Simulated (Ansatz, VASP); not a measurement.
## Cu: VASP beside Ansatz

The input INCAR:

```
  ALGO = Normal
  EDIFF = 1E-6
  ENCUT = 520
  GGA = PS
  ISIF = 2
  ISMEAR = -1
  LASPH = True
  LCHARG = True
  LELF = True
  LREAL = False
  LVHAR = True
  LWAVE = False
  NBANDS = 30
  NELM = 60
  PREC = Accurate
  SIGMA = 0.1
```

KPOINTS

```
k-points
0
Gamma
  16 16 5
```

File POSCAR:

```
Cu
1.0
    2.5857728223      0.0000000000      0.0000000000
   -1.2928864112      2.2393449526      0.0000000000
    0.0000000000      0.0000000000      8.4471222379
Cu
4
Direct
    1.0000000000      1.0000000000      0.0000000000
    1.0000000000      1.0000000000      0.5000000000
    0.3333333333      0.6666666667      0.2500000000
    0.6666666667      0.3333333333      0.7500000000
```

Input for Ansatz:

```yaml
crystal:
  lattice:
    - [2.5857728223, 0.0, 0.0]
    - [-1.2928864112, 2.2393449526, 0.0]
    - [0.0, 0.0, 8.4471222379]
  atoms:
    - { symbol: Cu, position: [1.0, 1.0, 0.0] }
    - { symbol: Cu, position: [1.0, 1.0, 0.5] }
    - { symbol: Cu, position: [0.3333333333, 0.6666666667, 0.25] }
    - { symbol: Cu, position: [0.6666666667, 0.3333333333, 0.75] }
hamiltonian:
  xc: pbesol
  pseudopotentials:
    kind: paw
    azcp:
      Cu: "pseudopotentials/Cu.paw.azcp"
basis:
  ecutwfc: 420
  fft_grid_basis: typed
kpoints:
  mp_grid: { grid: [16, 16, 5], shift: [0, 0, 0] }
magnetization:
  spin_polarized: false
scf:
  occupations: { method: fermi_dirac, width: 0.1 }
  lower_state_search: "off"
output:
  stress: true
```

Alike in both runs: task single point; functional PBEsol; k mesh 16 × 16 × 5; occupations fermi-dirac, width 0.1 eV; no spin polarisation.

|  | VASP | Ansatz |
| --- | --- | --- |
| version | VASP 6.6.1 | Ansatz 0.2.0 |
| potentials or method | VASP PAW PBE potentials, release 64 (Cu), cutoff 520 eV | plane waves (420 eV) with PAW, scalar-relativistic |
| valence electrons in the cell | 44 | 76 |

```csv
,VASP,Ansatz,Ansatz less VASP
pressure (GPa),-9.6,-10.6,-0.97
```

VASP's potentials were made for PBE, not for PBEsol, and Ansatz warns of the same on its side. The functional is the same, so the differences come from potentials, cutoffs and numerics. VASP's potentials hold 44 valence electrons a cell and Ansatz's 76, so a difference there can come from the potentials and not from the codes.
